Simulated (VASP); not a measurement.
Input of a VASP 6.6.1 run:

INCAR

```
SYSTEM = ZrN
ALGO = Normal ; EDIFF = 1E-7
EDIFFG = -0.001 ; ENCUT = 600
GGA = PS ; GGA_COMPAT = .False.
IBRION = 2 ; ISIF = 3
ISMEAR = -1 ; LASPH = .True.
LCHARG = .False. ; LREAL = .False.
LWAVE = .False. ; NELM = 120
NELMIN = 4 ; NSW = 80
PREC = Accurate ; PSTRESS = -10.0
SIGMA = 0.15
```

Contents of KPOINTS:

```
k-points
0
Gamma
  16 16 16
  0 0 0
```

Contents of POSCAR:

```
ZrN
1.0
    0.0000000000      2.2765405740      2.2765405740
    2.2765405740      0.0000000000      2.2765405740
    2.2765405740      2.2765405740      0.0000000000
Zr N
1 1
Direct
    0.0000000000      0.0000000000      0.0000000000
    0.5000000000      0.5000000000      0.5000000000
```

Potentials or basis: VASP PAW PBE potentials, release 64 (Zr_sv, N).

The run is started by

```console
$ cat potpaw_PBE.64/Zr_sv/POTCAR potpaw_PBE.64/N/POTCAR > POTCAR
$ mpirun -np 1 vasp_std > vasp.out
```

Question: Predict the relaxed cell.

Answer: a = 3.225 Å, b = 3.225 Å, c = 3.225 Å, α = 60.00°, β = 60.00°, γ = 60.00°.

Question: What does it give for the relaxed volume?

Answer: 11.86 Å³/atom.

Step by step:
| step | energy change (eV) | largest force (eV/Å) | pressure (GPa) | volume (Å³) |
| --- | --- | --- | --- | --- |
| 1 | 0.0000 | 0.0000 | 0.29 | 23.60 |
| 2 | 0.0031 | 0.0000 | -3.32 | 23.92 |
| 3 | 0.0003 | 0.0000 | -1.00 | 23.71 |

Caveat: the cell is relaxed towards a set pressure, so the enthalpy falls and the energy may rise; the PAW data sets were made with another functional, which shifts forces and pressure a little. Zero-point motion and thermal expansion aren't in these numbers.
